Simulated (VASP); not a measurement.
Wanted: the native input for a VASP 6.6.1 run.

| Quantity | Value |
| --- | --- |
| Task | single point |
| Functional | PBE |
| Potentials or basis | VASP PAW PBE potentials, release 64 (Zr_sv, Pd, Se) |
| Cutoff | 520 eV |
| k mesh | 4 × 4 × 4 |
| Occupations | gaussian, width 0.1 eV |
| Spin | no spin polarisation |
| Dipole correction | no |
| Further INCAR settings | ALGO = Normal; EDIFF = 1e-06; NBANDS = 32 |

The structure of ZrPdSe4 lies in POSCAR:

```
ZrPdSe4
1.0
   -3.5363331200      3.5363331200      3.3551752100
    3.5363331200     -3.5363331200      3.3551752100
    3.5363331200      3.5363331200     -3.3551752100
Zr Pd Se
1 1 4
Direct
    0.0000000000      0.0000000000      0.0000000000
    0.5000000000      0.5000000000      0.0000000000
    0.5000000000      0.8134157200      0.3134157200
    0.5000000000      0.1865842800      0.6865842800
    0.8134157200      0.5000000000      0.3134157200
    0.1865842800      0.5000000000      0.6865842800
```

The cell was generated, and may not be a known phase.

The input as run:

INCAR

```
SYSTEM = ZrPdSe4
  PREC = Accurate
  ENCUT = 520
  EDIFF = 1E-6
  ISMEAR = 0
  SIGMA = 0.1
  LREAL = .False.
  LASPH = .True.
  NELM = 60
  ALGO = Normal
  ISIF = 2
  LWAVE = .False.
  LCHARG = .True.
  GGA = PE
  LELF = .True.
  LVHAR = .True.
  NBANDS = 32
```

KPOINTS

```
Automatic mesh
0
Gamma
  4 4 4
  0 0 0
```

Potentials or basis: VASP PAW PBE potentials, release 64 (Zr_sv, Pd, Se).

The run is started by

```bash
$ cat potpaw_PBE.64/Zr_sv/POTCAR potpaw_PBE.64/Pd/POTCAR potpaw_PBE.64/Se/POTCAR > POTCAR
$ mpirun -np 1 vasp_std > vasp.out
```

Results of the run:

- Pressure: 3.9 GPa
- Largest force: 2.917 eV/Å
- Band gap on the k mesh: zero (bands 23 and 24 overlap by 0.41 eV)

Caveat: the stress differs along the axes, from -8 to 10 GPa; forces of over 1 eV/Å act on the atoms, so gaps and moduli don't describe the material at rest.

It took 82 s on 1 thread of Intel(R) Xeon(R) Platinum 8488C (Sapphire Rapids) (shared host), peak memory 0.36 GiB.
